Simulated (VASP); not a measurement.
Crystal: HoSbTe3.

```xyz
5
Lattice="4.3993 0.0000 0.0000 0.0000 4.3993 0.0000 0.0000 0.0000 7.9499" Properties=species:S:1:pos:R:3 pbc="T T T"
Ho    0.0000    0.0000    3.9750
Sb    0.0000    0.0000    0.0000
Te    2.1997    2.1997    1.5857
Te    2.1997    2.1997    6.3642
Te    2.1997    2.1997    3.9750
```

The cell was generated, and may not be a known phase.

* Program: VASP 6.6.1
* Task: relaxation of cell and atoms
* Functional: PBE
* Potentials or basis: VASP PAW PBE potentials, release 64 (Ho_3, Sb, Te), 4f in core
* Cutoff: 500 eV
* k mesh: 4 × 4 × 2
* Occupations: gaussian, width 0.1 eV
* Spin: no spin polarisation

At the start: pressure 11.0 GPa; volume 30.77 Å³/atom.

Problem. Where does the relaxation end?

Solution. Over 19 steps the energy falls by 803.7 meV/atom and the volume is 35.43 Å³/atom (+15.1 %); space group P4/mmm (No. 123, to 0.1 Å) before and after.

Step by step:
```
step  energy change (eV)  largest force (eV/Å)  pressure (GPa)  volume (Å³)
   1              0.0000                8.3884           10.99       153.86
   2             -3.7099                0.5370           -3.70       198.74
   3             -3.5599                0.7413           -2.54       179.01
   4             -3.7643                0.5363           -3.61       193.10
   5             -3.7596                0.5696           -3.46       188.21
   6             -3.7661                0.5509           -3.52       189.65
   7             -3.9770                0.0919            1.40       170.12
   8             -4.0025                0.0871           -0.05       174.51
   9             -4.0024                0.0986           -0.13       174.81
  10             -4.0042                0.1104           -0.09       174.50
  11             -4.0070                0.1222            0.07       173.57
  12             -4.0087                0.1060            0.13       173.62
  13             -4.0108                0.0059            0.35       173.79
  14             -4.0118                0.0153            0.33       174.09
  15             -4.0141                0.0571            0.26       175.00
  16             -4.0140                0.2046            0.15       176.82
  17             -4.0149                0.1196            0.20       175.87
  18             -4.0173                0.0600            0.12       176.31
  19             -4.0187                0.0367           -0.04       177.14
```

Final structure:
```cif
data_structure
_symmetry_space_group_name_H-M 'P 1'
_symmetry_Int_Tables_number 1
_cell_length_a 4.1912
_cell_length_b 4.1912
_cell_length_c 10.0840
_cell_angle_alpha 90.000
_cell_angle_beta 90.000
_cell_angle_gamma 90.000
_cell_volume 177.14
loop_
_atom_site_label
_atom_site_type_symbol
_atom_site_fract_x
_atom_site_fract_y
_atom_site_fract_z
_atom_site_occupancy
Ho1 Ho 0.00000 0.00000 0.50000 1
Sb1 Sb 0.00000 0.00000 0.00000 1
Te1 Te 0.50000 0.50000 0.14512 1
Te2 Te 0.50000 0.50000 0.85488 1
Te3 Te 0.50000 0.50000 0.50000 1
```

Caveat: the k points lie up to 0.37 Å⁻¹ apart in the final cell, too coarse for converged energies and pressures of a metal; the volume moved by over 15 % at a fixed basis, so the end points are rough; this functional lacks dispersion, which binds layers or chains, so the pressure and a relaxed spacing across them are unreliable.
